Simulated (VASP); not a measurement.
# Si2Mo (P6_222) in VASP: relaxation of the atoms with PBE

Aim: the relaxation of the atoms of Si2Mo with PBE.

Everything below comes from runs of VASP 6.6.1. Logs are shortened: lines on timing, memory, paths and dates and some standing lists are left out, and cuts for length are marked.

## (1) The cell of the first run

The structure is hexagonal, space group P6_222 (No. 180). The conventional cell has a = 4.585 Å, b = 4.585 Å, c = 6.580 Å, α = 90.00°, β = 90.00°, γ = 120.00°. Within 3.4 Å of Si (site symmetry 2) lie 9 Si at 2.55 to 3.20 Å and 5 Mo at 2.57 to 2.67 Å. Within 3.4 Å of Mo (site symmetry 222) lie 10 Si at 2.57 to 2.67 Å and 4 Mo at 3.17 Å.

## (2) Relaxation of the atoms, PBE

Input file INCAR:

```
  PREC = Accurate
  ENCUT = 520
  EDIFF = 1E-7
  ISMEAR = 0
  SIGMA = 0.01
  LREAL = F
  LASPH = T
  NELM = 60
  ALGO = Normal
  ISIF = 2
  LWAVE = F
  LCHARG = F
  GGA = PE
  IBRION = 2
  NSW = 60
  EDIFFG = -0.01
  KPAR = 4
```

Input file KPOINTS:

```
Automatic mesh
0
Gamma
  12 12 6
```

Input file POSCAR:

```
Si2Mo
1.0
    4.5854715599      0.0000000000      0.0000000000
   -2.2927357800      3.9711348592      0.0000000000
    0.0000000000      0.0000000000      6.5797601000
Si Mo
6 3
Direct
    0.1638729800      0.8361270200      0.8333333300
    0.3277459600      0.1638729800      0.1666666700
    0.8361270200      0.6722540400      0.5000000000
    0.8361270200      0.1638729800      0.8333333300
    0.6722540400      0.8361270200      0.1666666700
    0.1638729800      0.3277459600      0.5000000000
    0.5000000000      0.0000000000      0.5000000000
    0.0000000000      0.5000000000      0.1666666700
    0.5000000000      0.5000000000      0.8333333300
```

Potentials or basis: VASP PAW PBE potentials, release 64 (Si, Mo_sv).

Run with:

```sh
$ cat potpaw_PBE.64/Si/POTCAR potpaw_PBE.64/Mo_sv/POTCAR > POTCAR
$ mpirun -np 4 vasp_std > vasp.out
```

OUTCAR:

```text
PREC = Accurate
   ENCUT = 520
   EDIFF = 1E-7
   ISMEAR = 0
   LREAL = F
   LASPH = T
   NELM = 60
   ISIF = 2
   GGA = PE
   IBRION = 2
   NSW = 60
   EDIFFG = -0.01

 ion  position               nearest neighbor table
   1  0.164  0.836  0.833-   3 2.55   2 2.55   7 2.57   8 2.57   4 2.60   9 2.64   9 2.64   9 2.67
                             4 2.67   4 2.67   6 3.15   5 3.15
   2  0.328  0.164  0.167-   6 2.55   1 2.55   7 2.57   9 2.57   5 2.60   8 2.64   8 2.64   8 2.67
                             5 2.67   5 2.67   3 3.15   4 3.15
   3  0.836  0.672  0.500-   1 2.55   5 2.55   9 2.57   8 2.57   6 2.60   7 2.64   7 2.64   7 2.67
                             6 2.67   6 2.67   2 3.15   4 3.15
   4  0.836  0.164  0.833-   6 2.55   5 2.55   7 2.57   8 2.57   1 2.60   9 2.64   9 2.64   9 2.67
                             1 2.67   1 2.67   3 3.15   2 3.15
   5  0.672  0.836  0.167-   3 2.55   4 2.55   7 2.57   9 2.57   2 2.60   8 2.64   8 2.64   8 2.67
                             2 2.67   2 2.67   6 3.15   1 3.15
   6  0.164  0.328  0.500-   4 2.55   2 2.55   9 2.57   8 2.57   3 2.60   7 2.64   7 2.64   7 2.67
                             3 2.67   3 2.67   5 3.15   1 3.15
   7  0.500  0.000  0.500-   1 2.57   4 2.57   2 2.57   5 2.57   6 2.64   3 2.64   6 2.64   3 2.64
                             6 2.67   3 2.67   8 3.17   8 3.17   9 3.17   9 3.17
   8  0.000  0.500  0.167-   3 2.57   6 2.57   4 2.57   1 2.57   2 2.64   5 2.64   2 2.64   5 2.64
                             5 2.67   2 2.67   7 3.17   7 3.17   9 3.17   9 3.17
   9  0.500  0.500  0.833-   3 2.57   6 2.57   5 2.57   2 2.57   1 2.64   4 2.64   1 2.64   4 2.64
                             1 2.67   4 2.67   7 3.17   7 3.17   8 3.17   8 3.17

  LATTYP: Found a hexagonal cell.
 ALAT       =     4.5854715599
 C/A-ratio  =     1.4349146024

  Lattice vectors:

 A1 = (   4.5854715599,   0.0000000000,   0.0000000000)
 A2 = (  -2.2927357800,   3.9711348592,   0.0000000000)
 A3 = (   0.0000000000,   0.0000000000,   6.5797601000)

Analysis of symmetry for initial positions (statically):
=====================================================================
 Subroutine PRICEL returns:
 Original cell was already a primitive cell.

 Routine SETGRP: Setting up the symmetry group for a
 hexagonal supercell.

 Subroutine GETGRP returns: Found 12 space group operations
 (whereof  4 operations were pure point group operations)
 out of a pool of 24 trial point group operations.

The static configuration has the point symmetry D_2 .
 The point group associated with its full space group is D_6 .

Analysis of symmetry for dynamics (positions and initial velocities):
=====================================================================
 Subroutine PRICEL returns:
 Original cell was already a primitive cell.

[... 138 lines left out ...]
   EFERMI_NEDOS =   21; number of points for ismear=-14 and -15
   IALGO  =     38    algorithm
   IMIX   =      4    mixing-type and parameters
     AMIX     =   0.40;   BMIX     =  1.00
     AMIX_MAG =   1.60;   BMIX_MAG =  1.00
  volume/ion in A,a.u.               =      13.31        89.84
  Fermi-wavevector in a.u.,A,eV,Ry     =   1.342002  2.536017 24.503685  1.800970
  Thomas-Fermi vector in A             =   2.470191
   LORBIT       =      0    0 simple, 1 ext, 2 COOP (PROOUT), +10 PAW based schemes
   GGA     = PE    functional components
   LHFCALC =     F    Hartree Fock is set to
   AEXX    =    0.0000 exact exchange contribution
   IVDW    =     0    specifies the selected vdW correction
   LEPSILON=     F    determine dielectric tensor
   LRPA    =     F    only Hartree local field effects (RPA)
 conjugate gradient relaxation of ions
 non-spin polarized calculation
 Gauss-broadening in eV      SIGMA  =   0.01
  energy-cutoff  :      520.00
  volume of cell :      119.81
 maximum number of plane-waves:      3300
 NGX is ok and might be reduce to    36
   NGX = 17   NGY = 17   NGZ = 25

 number of electron      65.9999996 magnetization

 Free energy of the ion-electron system (eV)
  ---------------------------------------------------
  ext. energy  EPLUGINS =         0.00000000
  ---------------------------------------------------
  free energy    TOTEN  =       -69.51547232 eV

  energy without entropy =      -69.51547224  energy(sigma->0) =      -69.51547228

 E-fermi :  12.9424     XC(G=0): -12.4600

 val. band max:       12.9173063316   @ k =   0.5000  -0.0000   0.5000
 cond. band min:      12.9675167240   @ k =   0.5000  -0.0000   0.0000
 fundamental gap:      0.0502103923
 Fermi energy:        12.9424115365

 k-point     1 :       0.0000    0.0000    0.0000
  band No.  band energies     occupation
      1     -48.2291      2.00000
      2     -48.1987      2.00000
      3     -48.1987      2.00000
      4     -22.4733      2.00000
      5     -22.4700      2.00000
      6     -22.4700      2.00000
[... 997 lines left out ...]
     38      14.3306      0.00000
     39      14.9939      0.00000

 [... further k-points ...]

------------------------ aborting loop because EDIFF is reached ----------------------------------------

  FORCE on cell =-STRESS in cart. coord.  units (eV):
  Direction    XX          YY          ZZ          XY          YZ          ZX
  --------------------------------------------------------------------------------------
  -------------------------------------------------------------------------------------
  Total        2.7900737      2.7900737      2.6865692     -0.0000000      0.0000000      0.0000000
  in kB       37.3093398     37.3093398     35.9252600     -0.0000000      0.0000000      0.0000000
  external PRESSURE =      36.8479799 kB  Pullay stress =       0.0000000 kB

 VOLUME and BASIS-vectors are now :
 -----------------------------------------------------------------------------
  energy-cutoff  :      520.00
  volume of cell :      119.81
      direct lattice vectors                 reciprocal lattice vectors
     4.585471560  0.000000000  0.000000000     0.218080079  0.125908592  0.000000000
    -2.292735780  3.971134859  0.000000000     0.000000000  0.251817185  0.000000000
     0.000000000  0.000000000  6.579760100     0.000000000  0.000000000  0.151981225

 POSITION                                       TOTAL-FORCE (eV/Angst)
 -----------------------------------------------------------------------------------
     -1.16558      3.32037      5.48313         0.004977     -0.002873      0.000000
      1.12715      0.65076      1.09663         0.004977      0.002873      0.000000
      2.29274      2.66961      3.28988         0.000000     -0.005747      0.000000
      3.45832      0.65076      5.48313        -0.004977      0.002873      0.000000
      1.16558      3.32037      1.09663        -0.004977     -0.002873      0.000000
     -0.00000      1.30152      3.28988        -0.000000      0.005747      0.000000
      2.29274      0.00000      3.28988        -0.000000     -0.000000      0.000000
     -1.14637      1.98557      1.09663        -0.000000     -0.000000     -0.000000
      1.14637      1.98557      5.48313        -0.000000     -0.000000     -0.000000
 -----------------------------------------------------------------------------------
    total drift:                               -0.000000     -0.000000      0.000060

  FREE ENERGIE OF THE ION-ELECTRON SYSTEM (eV)
  ---------------------------------------------------
  free  energy   TOTEN  =       -69.5154723163 eV

  energy  without entropy=      -69.5154722445  energy(sigma->0) =      -69.51547228

 reached required accuracy - stopping structural energy minimisation
```

OSZICAR:

```text
N       E                     dE             d eps       ncg     rms          rms(c)
DAV:   1     0.556675203615E+03    0.55668E+03   -0.36844E+04  6400   0.163E+03
DAV:   2    -0.430685298112E+02   -0.59974E+03   -0.58580E+03  6869   0.426E+02
DAV:   3    -0.714183393379E+02   -0.28350E+02   -0.27901E+02  7617   0.786E+01
DAV:   4    -0.719815749355E+02   -0.56324E+00   -0.56006E+00  7314   0.103E+01
DAV:   5    -0.719914679348E+02   -0.98930E-02   -0.98852E-02  7322   0.133E+00    0.375E+01
DAV:   6    -0.699398365303E+02    0.20516E+01   -0.20579E+01  7077   0.208E+01    0.851E+00
DAV:   7    -0.696247074781E+02    0.31513E+00   -0.36870E+00  6715   0.822E+00    0.822E+00
DAV:   8    -0.695164302988E+02    0.10828E+00   -0.41462E-01  6945   0.361E+00    0.676E-01
DAV:   9    -0.695160527705E+02    0.37753E-03   -0.32880E-02  7622   0.658E-01    0.394E-01
DAV:  10    -0.695156300217E+02    0.42275E-03   -0.61706E-03  7011   0.423E-01    0.129E-01
DAV:  11    -0.695154772821E+02    0.15274E-03   -0.97352E-04  6991   0.142E-01    0.313E-02
DAV:  12    -0.695154754404E+02    0.18416E-05   -0.67646E-05  7487   0.437E-02    0.185E-02
DAV:  13    -0.695154723399E+02    0.31005E-05   -0.13596E-05  6968   0.152E-02    0.402E-03
DAV:  14    -0.695154724467E+02   -0.10677E-06   -0.77654E-07  6387   0.437E-03    0.168E-03
DAV:  15    -0.695154723186E+02    0.12804E-06   -0.14660E-07  4926   0.179E-03    0.357E-04
DAV:  16    -0.695154723163E+02    0.23592E-08   -0.14716E-08  4392   0.588E-04
   1 F= -.69515472E+02 E0= -.69515472E+02  d E =-.695155E+02
```

Wall time 68 s (4 MPI ranks of Intel Xeon Platinum 8488C (Sapphire Rapids), shared host); peak memory 0.42 GiB.

Results:

- Free energy: -69.5155 eV
- Pressure after relaxing: 3.7 GPa
- Largest force after relaxing: 0.006 eV/Å
- Band gap on the k mesh: 0.05 eV (least direct gap 0.54 eV)

Forces in eV/Å, atoms in the order of the input:
```
Si   0.005 -0.003  0.000
Si   0.005  0.003  0.000
Si   0.000 -0.006  0.000
Si  -0.005  0.003  0.000
Si  -0.005 -0.003  0.000
Si   0.000  0.006  0.000
Mo   0.000  0.000  0.000
Mo   0.000  0.000  0.000
Mo   0.000  0.000  0.000
```

Final structure:
```
Si Mo
1.0
     4.58547    0.00000    0.00000
    -2.29274    3.97113    0.00000
     0.00000    0.00000    6.57976
Si Mo
6 3
Direct
  0.16387 0.83613 0.83333
  0.32775 0.16387 0.16667
  0.83613 0.67225 0.50000
  0.83613 0.16387 0.83333
  0.67225 0.83613 0.16667
  0.16387 0.32775 0.50000
  0.50000 0.00000 0.50000
  0.00000 0.50000 0.16667
  0.50000 0.50000 0.83333
```

Levels at points of the mesh, in eV from the valence-band top:
| k point | band 29 | band 30 | band 31 | band 32 | band 33 | band 34 | band 35 | band 36 | band 37 | band 38 |
| --- | --- | --- | --- | --- | --- | --- | --- | --- | --- | --- |
| (0.00, 0.00, 0.00) | -3.03 | -3.03 | -2.75 | -2.10 | -0.83 | 1.99 | 2.35 | 2.35 | 2.45 | 2.50 |
| (0.50, 0.00, 0.00) | -2.31 | -2.15 | -1.58 | -1.07 | -0.65 | 0.05 | 0.70 | 0.85 | 1.29 | 1.91 |
| (0.00, 0.00, 0.50) | -2.32 | -2.32 | -2.10 | -0.74 | -0.74 | 1.84 | 2.27 | 2.27 | 2.28 | 2.56 |
| (0.50, 0.00, 0.50) | -2.99 | -2.69 | -1.97 | -1.25 | 0.00 | 0.54 | 1.09 | 1.34 | 1.34 | 1.66 |

Caveat: the relaxation stopped at its first step, so nothing moved. A k mesh can miss the band edges.
